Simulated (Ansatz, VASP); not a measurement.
# One calculation of SrO, two programs

File POSCAR:

```
SrO
1.0
    0.0000000000      2.7990048858      2.7990048858
    2.7990048858      0.0000000000      2.7990048858
    2.7990048858      2.7990048858      0.0000000000
Sr O
1 1
Direct
    0.0000000000      0.0000000000      0.0000000000
    0.2500000000      0.2500000000      0.2500000000
```

Contents of INCAR.step1:

```
SYSTEM = SrO
PREC     = Accurate       ! precision mode
ENCUT    = 520            ! plane-wave cutoff, eV
ISMEAR   = 0              ! smearing method
SIGMA    = 0.05           ! smearing width, eV
LREAL    = .False.        ! projectors in reciprocal space
LASPH    = .True.         ! aspherical terms in the spheres
NELM     = 100            ! most SCF steps
NBANDS   = 15             ! bands
GGA      = PE             ! functional
ALGO     = Normal         ! electronic algorithm
EDIFF    = 1E-4           ! SCF threshold, eV
LWAVE    = .True.         ! write WAVECAR
LCHARG   = .False.        ! write CHGCAR
```

Contents of INCAR.step2:

```
SYSTEM = SrO
PREC     = Accurate       ! precision mode
ENCUT    = 520            ! plane-wave cutoff, eV
EDIFF    = 1E-6           ! SCF threshold, eV
ISMEAR   = 0              ! smearing method
SIGMA    = 0.05           ! smearing width, eV
LREAL    = .False.        ! projectors in reciprocal space
LASPH    = .True.         ! aspherical terms in the spheres
NELM     = 100            ! most SCF steps
ALGO     = Normal         ! electronic algorithm
ISIF     = 2              ! what is computed and relaxed
LWAVE    = .False.        ! write WAVECAR
LCHARG   = .False.        ! write CHGCAR
METAGGA  = R2SCAN         ! meta-GGA
LMIXTAU  = .True.       
NBANDS   = 15             ! bands
ISTART   = 1
```

KPOINTS

```
regular mesh
0
Gamma
  8 8 8
  0 0 0
```

Input for Ansatz:

```yaml
crystal:
  lattice:
    - [0.0, 2.7990048858, 2.7990048858]
    - [2.7990048858, 0.0, 2.7990048858]
    - [2.7990048858, 2.7990048858, 0.0]
  atoms:
    - { symbol: Sr, position: [0.0, 0.0, 0.0] }
    - { symbol: O, position: [0.25, 0.25, 0.25] }
basis:
  ecutwfc: 500
  ecutrho_ratio: 4
kpoints:
  mp_grid: { grid: [8, 8, 8] }
hamiltonian:
  xc: r2scan
scf:
  occupations: { method: gaussian, width: 0.05 }
output:
  forces: true
  stress: true
  eigenvalues: true
```

Alike in both runs: task single point; functional r2SCAN; k mesh 8 × 8 × 8; occupations gaussian, width 0.05 eV; no spin polarisation.

|  | VASP | Ansatz |
| --- | --- | --- |
| version | VASP 6.6.1 | Ansatz 0.2.0 |
| potentials or method | VASP PAW PBE potentials, release 64 (Sr_sv, O), cutoff 520 eV | scalar-relativistic, plane waves, PAW |
| valence electrons in the cell | 16 | 16 |

```tsv
	VASP	Ansatz	Ansatz less VASP
gap on the k mesh at the Fermi level (eV)	2.88	2.87	-0.014
least direct gap on the mesh (eV)	3.72	3.70	-0.017
pressure (GPa)	0.0	-0.5	-0.45
```

VASP's potentials were made for PBE, not for r2SCAN. With one functional, cell and mesh, what is left measures potentials, basis and numerics.
